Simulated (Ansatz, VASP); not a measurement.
MgO in VASP and in Ansatz

INCAR

```
PREC = Accurate
ENCUT = 520
EDIFF = 1E-7
ISMEAR = 0
SIGMA = 0.05
LREAL = F
LASPH = T
NELM = 60
ALGO = Normal
ISIF = 2
LWAVE = F
LCHARG = F
GGA = PS
NBANDS = 16
```

KPOINTS

```
regular mesh
0
Gamma
  9 9 6
```

POSCAR

```
MgO
1.0
    3.3613000000      0.0000000000      0.0000000000
   -1.6806500000      2.9109711897      0.0000000000
    0.0000000000      0.0000000000      5.4209000000
Mg O
2 2
Direct
    0.3333333333      0.6666666667      0.0036583380
    0.6666666667      0.3333333333      0.5036583380
    0.3333333333      0.6666666667      0.4009416620
    0.6666666667      0.3333333333      0.9009416620
```

Input for Ansatz:

```yaml
crystal:
  lattice:
    - [3.3613, 0.0, 0.0]
    - [-1.68065, 2.9109711897, 0.0]
    - [0.0, 0.0, 5.4209]
  atoms:
    - { symbol: Mg, position: [0.3333333333, 0.6666666667, 0.003658338] }
    - { symbol: Mg, position: [0.6666666667, 0.3333333333, 0.503658338] }
    - { symbol: O, position: [0.3333333333, 0.6666666667, 0.400941662] }
    - { symbol: O, position: [0.6666666667, 0.3333333333, 0.900941662] }
basis:
  ecutwfc: 520.0
kpoints:
  mp_grid: { grid: [9, 9, 6] }
hamiltonian:
  xc: pbesol
  pseudopotentials: { kind: paw, azcp: { folder: soft_1 } }
scf:
  occupations: { method: gaussian, width: 0.05 }
output:
  forces: true
  stress: true
  eigenvalues: true
```

Alike in both runs: task single point; functional PBEsol; k mesh 9 × 9 × 6; occupations gaussian, width 0.05 eV; no spin polarisation.

|  | VASP | Ansatz |
| --- | --- | --- |
| version | VASP 6.6.1 | Ansatz 0.2.0 |
| potentials or method | VASP PAW PBE potentials, release 64 (Mg, O), cutoff 520 eV | scalar-relativistic, plane waves, PAW |
| valence electrons in the cell | 16 | 32 |

VASP gave:

| Property | Result |
| --- | --- |
| gap on the k mesh at the Fermi level (eV) | 2.87 |
| least direct gap on the mesh (eV) | 2.87 |
| pressure (GPa) | -10.2 |
| traceless stress, the component that is largest in VASP (GPa) | -3.78 |
| rms of the force components (eV/Å) | 0.194 |

Task: What did Ansatz give for the same quantities?

Result: gap on the k mesh at the Fermi level (eV): 2.87; least direct gap on the mesh (eV): 2.87; pressure (GPa): -9.8; traceless stress, the component that is largest in VASP (GPa): -3.77; rms of the force components (eV/Å): 0.192.

VASP's potentials were made for PBE, not for PBEsol, and Ansatz warns of the same on its side. Atom by atom the forces differ by 0.002 eV/Å (rms over components). VASP's potentials hold 16 valence electrons a cell and Ansatz's 32, so a difference there can come from the potentials and not from the codes.
